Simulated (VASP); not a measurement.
Here is a VASP 6.6.1 calculation.

The input INCAR:

```
SYSTEM = AlN
ALGO = Normal
EDIFF = 1E-6
ENCUT = 600
GGA = PS
GGA_COMPAT = .FALSE.
ISIF = 2
ISMEAR = 0
LASPH = .TRUE.
LCHARG = .FALSE.
LREAL = .FALSE.
LWAVE = .FALSE.
NBANDS = 11
NELM = 120
PREC = Accurate
SIGMA = 0.02
```

Contents of KPOINTS:

```
k-points
0
G
  10 10 10
  0 0 0
```

Contents of POSCAR:

```
AlN
1.0
    0.0000000000      2.1900000000      2.1900000000
    2.1900000000      0.0000000000      2.1900000000
    2.1900000000      2.1900000000      0.0000000000
Al N
1 1
Direct
    0.0000000000      0.0000000000      0.0000000000
    0.2500000000      0.2500000000      0.2500000000
```

Potentials or basis: VASP PAW PBE potentials, release 64 (Al, N).

Run with:

```bash
$ cat potpaw_PBE.64/Al/POTCAR potpaw_PBE.64/N/POTCAR > POTCAR
$ mpirun -np 1 vasp_std > vasp.out
```

Task: What does it give for the pressure?

Result: -0.5 GPa.

Task: What does it give for the band gap on the k mesh?

Result: 3.18 eV, indirect (least direct gap 4.06 eV).

Caveat: the PAW data sets were made with another functional, which shifts forces and pressure a little. A k mesh can miss the band edges.
